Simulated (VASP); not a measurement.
# V (Im-3m) in VASP: further runs, part 2 of 2

VASP 6.6.1. Earlier steps stand in the parts before.

**3. Single point, PBE+U, collinear spin, antiferromagnetic start**

INCAR

```
PREC = Accurate ; ENCUT = 520
EDIFF = 1E-7 ; ISMEAR = -1
SIGMA = 0.05 ; LREAL = False
LASPH = True ; NELM = 150
ALGO = Normal ; ISIF = 2
LWAVE = False ; LCHARG = False
ISPIN = 2 ; MAGMOM = 2 -2
LORBIT = 11 ; LMAXMIX = 4
LDAU = True ; LDAUTYPE = 2
LDAUL = 2 ; LDAUU = 6
LDAUJ = 0 ; LDAUPRINT = 1
GGA = PE ; NBANDS = 24
```

KPOINTS

```
regular mesh
0
Gamma
  9 5 9
```

POSCAR

```
V
1.0
    0.0000000000      0.0000000000      3.0287000000
    3.0287000000     -3.0287000000      0.0000000000
    1.5143500000      1.5143500000     -1.5143500000
V
2
Direct
    0.0000000000      0.0000000000      0.0000000000
    0.5000000000      0.5000000000      0.0000000000
```

Potentials or basis: VASP PAW PBE potentials, release 64 (V_sv).

On the command line:

```
> cat potpaw_PBE.64/V_sv/POTCAR > POTCAR
> mpirun -np 1 vasp_std > vasp.out
```

OUTCAR:

```text
PREC = Accurate
   ENCUT = 520
   EDIFF = 1E-7
   ISMEAR = -1
   LREAL = False
   LASPH = True
   NELM = 150
   ISIF = 2
   ISPIN = 2
   LORBIT = 11
   GGA = PE

 ion  position               nearest neighbor table
   1  0.000  0.000  0.000-   2 2.62   2 2.62   2 2.62   2 2.62
   2  0.500  0.500  0.000-   1 2.62   1 2.62   1 2.62   1 2.62

  LATTYP: Found a base centered orthorhombic cell.
 ALAT       =     3.0287000000
 B/A-ratio  =     1.4142135624
 C/A-ratio  =     1.4142135624

  Lattice vectors:

 A1 = (  -1.5143500000,  -1.5143500000,  -1.5143500000)
 A2 = (   1.5143500000,   1.5143500000,  -1.5143500000)
 A3 = (   3.0287000000,  -3.0287000000,   0.0000000000)

Analysis of symmetry for initial positions (statically):
=====================================================================
 Subroutine PRICEL returns following result:

  LATTYP: Found a body centered cubic cell.
 ALAT       =     3.0287000000
[... 12 lines left out ...]
 Subroutine GETGRP returns: Found  8 space group operations
 (whereof  8 operations were pure point group operations)
 out of a pool of  8 trial point group operations.

The static configuration has the point symmetry D_2h.

Analysis of symmetry for dynamics (positions and initial velocities):
=====================================================================
 Subroutine PRICEL returns following result:

  LATTYP: Found a body centered cubic cell.
 ALAT       =     3.0287000000
[... 12 lines left out ...]
 Subroutine GETGRP returns: Found  8 space group operations
 (whereof  8 operations were pure point group operations)
 out of a pool of  8 trial point group operations.

The dynamic configuration has the point symmetry D_2h.

Analysis of structural, dynamic, and magnetic symmetry:
=====================================================================
 Subroutine PRICEL returns following result:

  LATTYP: Found a body centered cubic cell.
 ALAT       =     3.0287000000
[... 12 lines left out ...]
 Subroutine GETGRP returns: Found  8 space group operations
 (whereof  8 operations were pure point group operations)
 out of a pool of  8 trial point group operations.

The overall configuration has the point symmetry D_2h.

 Subroutine INISYM returns: Found  8 space group operations
 (whereof  8 operations are pure point group operations),
 and found     2 'primitive' translations

----------------------------------------------------------------------------------------

                                     Primitive cell

  volume of cell :      13.8912

  direct lattice vectors                    reciprocal lattice vectors
[... 157 lines left out ...]
  o =  0.6564  v = -0.0000 -0.7071  0.0000 -0.7071 -0.0000  0.0000  0.0000  0.0000  0.0000  0.0000      0.0000  0.0000  0.0000  0.0000  0.0000  0.0000  0.0000  0.0000  0.0000  0.0000
  o =  0.7323  v = -0.9856 -0.0000 -0.1693  0.0000  0.0000  0.0000  0.0000  0.0000  0.0000  0.0000      0.0000  0.0000  0.0000  0.0000  0.0000  0.0000  0.0000  0.0000  0.0000  0.0000
  o =  0.8204  v =  0.0000 -0.7071  0.0000  0.7071  0.0000  0.0000  0.0000  0.0000  0.0000  0.0000      0.0000  0.0000  0.0000  0.0000  0.0000  0.0000  0.0000  0.0000  0.0000  0.0000

atom =   2  type =  1  l = 2

 onsite density matrix

spin component  1

  0.0474 -0.0000  0.0011  0.0000 -0.0000
 -0.0000  0.0550  0.0000 -0.0173 -0.0000
  0.0011  0.0000  0.0711 -0.0000  0.0000
  0.0000 -0.0173 -0.0000  0.0550  0.0000
 -0.0000 -0.0000  0.0000  0.0000  0.0986

spin component  2

  0.7183  0.0000  0.0814 -0.0000 -0.0000
  0.0000  0.7384 -0.0000 -0.0820 -0.0000
  0.0814 -0.0000  0.2583 -0.0000 -0.0000
 -0.0000 -0.0820 -0.0000  0.7384  0.0000
 -0.0000 -0.0000 -0.0000  0.0000  0.2948

 occupancies and eigenvectors

  o =  0.0377  v =  0.0000 -0.7071 -0.0000 -0.7071 -0.0000  0.0000  0.0000  0.0000  0.0000  0.0000      0.0000  0.0000  0.0000  0.0000  0.0000  0.0000  0.0000  0.0000  0.0000  0.0000
  o =  0.0473  v =  0.9990  0.0000 -0.0450  0.0000  0.0000  0.0000  0.0000  0.0000  0.0000  0.0000      0.0000  0.0000  0.0000  0.0000  0.0000  0.0000  0.0000  0.0000  0.0000  0.0000
  o =  0.0712  v =  0.0450 -0.0000  0.9990  0.0000 -0.0000  0.0000  0.0000  0.0000  0.0000  0.0000      0.0000  0.0000  0.0000  0.0000  0.0000  0.0000  0.0000  0.0000  0.0000  0.0000
  o =  0.0723  v =  0.0000 -0.7071 -0.0000  0.7071 -0.0000  0.0000  0.0000  0.0000  0.0000  0.0000      0.0000  0.0000  0.0000  0.0000  0.0000  0.0000  0.0000  0.0000  0.0000  0.0000
  o =  0.0986  v = -0.0000 -0.0000  0.0000 -0.0000  1.0000  0.0000  0.0000  0.0000  0.0000  0.0000      0.0000  0.0000  0.0000  0.0000  0.0000  0.0000  0.0000  0.0000  0.0000  0.0000
  o =  0.2443  v =  0.0000  0.0000  0.0000  0.0000  0.0000 -0.1693  0.0000  0.9856  0.0000  0.0000      0.0000  0.0000  0.0000  0.0000  0.0000  0.0000  0.0000  0.0000  0.0000  0.0000
  o =  0.2948  v =  0.0000  0.0000  0.0000  0.0000  0.0000  0.0000 -0.0000 -0.0000 -0.0000  1.0000      0.0000  0.0000  0.0000  0.0000  0.0000  0.0000  0.0000  0.0000  0.0000  0.0000
  o =  0.6564  v =  0.0000  0.0000  0.0000  0.0000  0.0000 -0.0000 -0.7071  0.0000 -0.7071 -0.0000      0.0000  0.0000  0.0000  0.0000  0.0000  0.0000  0.0000  0.0000  0.0000  0.0000
  o =  0.7323  v =  0.0000  0.0000  0.0000  0.0000  0.0000 -0.9856  0.0000 -0.1693  0.0000  0.0000      0.0000  0.0000  0.0000  0.0000  0.0000  0.0000  0.0000  0.0000  0.0000  0.0000
  o =  0.8204  v =  0.0000  0.0000  0.0000  0.0000  0.0000  0.0000  0.7071  0.0000 -0.7071  0.0000      0.0000  0.0000  0.0000  0.0000  0.0000  0.0000  0.0000  0.0000  0.0000  0.0000

 number of electron      25.9999992 magnetization      -0.0000000

 Free energy of the ion-electron system (eV)
  ---------------------------------------------------
  ext. energy  EPLUGINS =         0.00000000
  ---------------------------------------------------
  free energy    TOTEN  =        -7.62313223 eV

  energy without entropy =       -7.61683297  energy(sigma->0) =       -7.61998260

 E-fermi :  10.5524     XC(G=0): -12.5914

 val. band max:       10.5097440157   @ k =   0.1111   0.0000   0.1111
 cond. band min:      10.5647081815   @ k =  -0.4444   0.2000   0.2222
 fundamental gap:      0.0549641658
 Fermi energy:        10.5524055378

 spin component 1

 k-point     1 :       0.0000    0.0000    0.0000
  band No.  band energies     occupation
      1     -54.7043      1.00000
      2     -52.3841      1.00000
      3     -28.4858      1.00000
      4     -28.3365      1.00000
      5     -28.3030      1.00000
      6     -26.1386      1.00000
[... 1289 lines left out ...]
     23      27.6671      0.00000
     24      28.6140      0.00000

 [... further k-points ...]

------------------------ aborting loop because EDIFF is reached ----------------------------------------

  FORCE on cell =-STRESS in cart. coord.  units (eV):
  Direction    XX          YY          ZZ          XY          YZ          ZX
  --------------------------------------------------------------------------------------
  -------------------------------------------------------------------------------------
  Total        7.4131684      7.4131684      7.8392417      1.0085490     -0.0000000      0.0000000
  in kB      427.5094062    427.5094062    452.0805933     58.1619319     -0.0000000      0.0000000
  external PRESSURE =     435.6998019 kB  Pullay stress =       0.0000000 kB

 VOLUME and BASIS-vectors are now :
 -----------------------------------------------------------------------------
  energy-cutoff  :      520.00
  volume of cell :       27.78
      direct lattice vectors                 reciprocal lattice vectors
     0.000000000  0.000000000  3.028700000     0.165087331  0.165087331  0.330174662
     3.028700000 -3.028700000  0.000000000     0.165087331 -0.165087331  0.000000000
     1.514350000  1.514350000 -1.514350000     0.330174662  0.330174662  0.000000000

 POSITION                                       TOTAL-FORCE (eV/Angst)
 -----------------------------------------------------------------------------------
      0.00000      0.00000      0.00000        -0.000000      0.000000      0.000000
      1.51435     -1.51435      1.51435         0.000000     -0.000000     -0.000000
 -----------------------------------------------------------------------------------
    total drift:                               -0.000000      0.000000      0.000000

  FREE ENERGIE OF THE ION-ELECTRON SYSTEM (eV)
  ---------------------------------------------------
  free  energy   TOTEN  =        -7.6231322341 eV

  energy  without entropy=       -7.6168329687  energy(sigma->0) =       -7.61998260

 total charge

# of ion       s       p       d       tot
------------------------------------------
    1        2.343   6.245   3.049  11.637
    2        2.343   6.245   3.049  11.637
--------------------------------------------------
tot          4.686  12.490   6.098  23.274

 magnetization (x)

# of ion       s       p       d       tot
------------------------------------------
    1        0.042   0.057   2.407   2.506
    2       -0.042  -0.057  -2.407  -2.506
--------------------------------------------------
tot          0.000   0.000   0.000   0.000
```

stdout:

```text
POSCAR found type information on POSCAR V
 POSCAR found :  1 types and       2 ions
 scaLAPACK will be used
 LDA part: xc-table for (Slater+PW92), standard interpolation
 POSCAR, INCAR and KPOINTS ok, starting setup
 FFT: planning ... GRIDC
 FFT: planning ... GRID_SOFT
 FFT: planning ... GRID
 WAVECAR not read
 entering main loop
```

Run time: 2 min. Hardware: 1 thread of Intel Xeon Platinum 8259CL at 2.50GHz (Skylake/Cascade Lake), shared host; peak memory 0.2 GiB.

Results:

```yaml
Free_energy: -7.6231 eV
Pressure: 43.6 GPa
Band_gap_on_the_k_mesh: zero (filled and empty bands overlap)
Net_moment: 0.00 μB per cell
Site_moments: V +2.51, -2.51 μB
Valence_electrons_inside_the_program's_atomic_spheres: V 11.64
```

Eigenvalues of the final occupation matrices:
```csv
site,spin,trace,eigenvalues
site 1 d,1,2.75,0.24 0.29 0.66 0.73 0.82
site 1 d,2,0.33,0.04 0.05 0.07 0.07 0.10
site 2 d,1,0.33,0.04 0.05 0.07 0.07 0.10
site 2 d,2,2.75,0.24 0.29 0.66 0.73 0.82
```

Caveat: the cell stands under pressure; the antiferromagnetic order is the one typed at the start, and another may lie lower; the U is typed as a test and isn't derived for this compound. The state reached can hang on the start; a lower one may exist.

**4. Single point, PBE+U, collinear spin, ferrimagnetic start**

INCAR

```
SYSTEM = V
PREC = Accurate ; ENCUT = 520
EDIFF = 1E-7 ; ISMEAR = -1
SIGMA = 0.05 ; LREAL = .FALSE.
LASPH = .TRUE. ; NELM = 150
ALGO = Fast ; ISIF = 2
LWAVE = .FALSE. ; LCHARG = .TRUE.
ISPIN = 2 ; MAGMOM = 2 -1
LORBIT = 11 ; LMAXMIX = 4
LDAU = .TRUE. ; LDAUTYPE = 2
LDAUL = 2 ; LDAUU = 6
LDAUJ = 0 ; LDAUPRINT = 1
GGA = PE ; LELF = .TRUE.
LVHAR = .TRUE. ; NBANDS = 24
```

KPOINTS

```
regular mesh
0
G
  9 5 9
  0 0 0
```

POSCAR is that of step 3.

Potentials or basis: VASP PAW PBE potentials, release 64 (V_sv).

On the command line:

```
> cat potpaw_PBE.64/V_sv/POTCAR > POTCAR
> mpirun -np 1 vasp_std > vasp.out
```

OUTCAR:

```text
SYSTEM = V
   PREC = Accurate
   ENCUT = 520
   EDIFF = 1E-7
   ISMEAR = -1
   LREAL = .FALSE.
   LASPH = .TRUE.
   NELM = 150
   ISIF = 2
   ISPIN = 2
   LORBIT = 11
   GGA = PE

 ion  position               nearest neighbor table
   1  0.000  0.000  0.000-   2 2.62   2 2.62   2 2.62   2 2.62
   2  0.500  0.500  0.000-   1 2.62   1 2.62   1 2.62   1 2.62

  LATTYP: Found a base centered orthorhombic cell.
 ALAT       =     3.0287000000
 B/A-ratio  =     1.4142135624
 C/A-ratio  =     1.4142135624

  Lattice vectors:

 A1 = (  -1.5143500000,  -1.5143500000,  -1.5143500000)
 A2 = (   1.5143500000,   1.5143500000,  -1.5143500000)
 A3 = (   3.0287000000,  -3.0287000000,   0.0000000000)

Analysis of symmetry for initial positions (statically):
=====================================================================
 Subroutine PRICEL returns following result:

  LATTYP: Found a body centered cubic cell.
 ALAT       =     3.0287000000

  Lattice vectors:
[... 285 lines left out ...]
      3     -28.4859      1.00000
      4     -28.3366      1.00000
      5     -28.3030      1.00000
      6     -26.1386      1.00000
[... 1289 lines left out ...]
     23      27.6671      0.00000
     24      28.6140      0.00000

 [... further k-points ...]

------------------------ aborting loop because EDIFF is reached ----------------------------------------

  FORCE on cell =-STRESS in cart. coord.  units (eV):
  Direction    XX          YY          ZZ          XY          YZ          ZX
  --------------------------------------------------------------------------------------
  -------------------------------------------------------------------------------------
  Total        7.4140992      7.4140992      7.8398827      1.0093666      0.0000000      0.0000000
  in kB      427.5630858    427.5630858    452.1175594     58.2090812      0.0000000      0.0000000
  external PRESSURE =     435.7479104 kB  Pullay stress =       0.0000000 kB

 VOLUME and BASIS-vectors are now :
 -----------------------------------------------------------------------------
  energy-cutoff  :      520.00
  volume of cell :       27.78
      direct lattice vectors                 reciprocal lattice vectors
     0.000000000  0.000000000  3.028700000     0.165087331  0.165087331  0.330174662
     3.028700000 -3.028700000  0.000000000     0.165087331 -0.165087331  0.000000000
     1.514350000  1.514350000 -1.514350000     0.330174662  0.330174662  0.000000000

 POSITION                                       TOTAL-FORCE (eV/Angst)
 -----------------------------------------------------------------------------------
      0.00000      0.00000      0.00000         0.000000      0.000000      0.000000
      1.51435     -1.51435      1.51435         0.000000      0.000000      0.000000
 -----------------------------------------------------------------------------------
    total drift:                               -0.000000      0.000000      0.000000

  FREE ENERGIE OF THE ION-ELECTRON SYSTEM (eV)
  ---------------------------------------------------
  free  energy   TOTEN  =        -7.6231323454 eV

  energy  without entropy=       -7.6168316861  energy(sigma->0) =       -7.61998202

 total charge

# of ion       s       p       d       tot
------------------------------------------
    1        2.343   6.245   3.049  11.637
    2        2.343   6.245   3.049  11.637
--------------------------------------------------
tot          4.686  12.490   6.098  23.274

 magnetization (x)

# of ion       s       p       d       tot
------------------------------------------
    1        0.042   0.057   2.407   2.506
    2       -0.042  -0.057  -2.406  -2.506
--------------------------------------------------
tot          0.000   0.000   0.000   0.000
```

OSZICAR:

```text
N       E                     dE             d eps       ncg     rms          rms(c)
DAV:   1     0.302967032664E+03    0.30297E+03   -0.14150E+04  7200   0.123E+03
DAV:   2    -0.872822015371E+00   -0.30384E+03   -0.29431E+03  7360   0.413E+02
DAV:   3    -0.867237125804E+01   -0.77995E+01   -0.77738E+01  8184   0.775E+01
[... 17 lines left out ...]
RMM:  21    -0.762313018988E+01   -0.40168E-05   -0.31510E-06  7792   0.146E-02    0.449E-03
RMM:  22    -0.762313178397E+01   -0.15941E-05   -0.14459E-06  7229   0.913E-03    0.277E-03
RMM:  23    -0.762313212176E+01   -0.33779E-06   -0.85469E-07  7091   0.694E-03    0.144E-03
RMM:  24    -0.762313231154E+01   -0.18978E-06   -0.80069E-08  4615   0.259E-03    0.654E-04
RMM:  25    -0.762313234537E+01   -0.33834E-07   -0.17632E-08  4125   0.125E-03
   1 F= -.76231323E+01 E0= -.76199820E+01  d E =-.630066E-02  mag=     0.0000
```

Run time: 2.1 min. Hardware: 1 thread of Intel Xeon Platinum 8259CL at 2.50GHz (Skylake/Cascade Lake), shared host; peak memory 0.19 GiB.

What came out:

- Free energy: -7.6231 eV
- Pressure: 43.6 GPa
- Band gap on the k mesh: zero (filled and empty bands overlap)
- Net moment: 0.00 μB per cell
- Site moments: V +2.51, -2.51 μB
- Valence electrons inside the program's atomic spheres: V 11.64

Eigenvalues of the final occupation matrices:
```tsv
site	spin	trace	eigenvalues
site 1 d	1	2.75	0.24 0.29 0.66 0.73 0.82
site 1 d	2	0.33	0.04 0.05 0.07 0.07 0.10
site 2 d	1	0.33	0.04 0.05 0.07 0.07 0.10
site 2 d	2	2.75	0.24 0.29 0.66 0.73 0.82
```

Caveat: the cell stands under pressure; the U is typed as a test and isn't derived for this compound. The state reached can hang on the start; a lower one may exist.

**5. Summary**

| spin | gap on the mesh (eV) | pressure (GPa) | moment (μB) |
| --- | --- | --- | --- |
| collinear, ferromagnetic start | none | 45.4 | 4.19 |
| collinear, antiferromagnetic start | none | 43.6 | 0.00 |
| collinear, ferrimagnetic start | none | 43.6 | 0.00 |

Alike in all rows: task single point; level PBE+U; potentials or basis VASP PAW PBE potentials, release 64 (V_sv); V d U = 6.0 eV; cell as given; k mesh 9 × 5 × 9; cutoff (eV) 520; smearing fermi-dirac 0.05 eV.

Caveats: the cell stands under pressure; the U is typed as a test and isn't derived for this compound; the antiferromagnetic order is the one typed at the start, and another may lie lower (at least some runs).

Total energies depend on the potentials used, so only differences within one code and one set of settings carry meaning.

The gap in the log of VASP goes by the Fermi energy; the results here count the filled bands.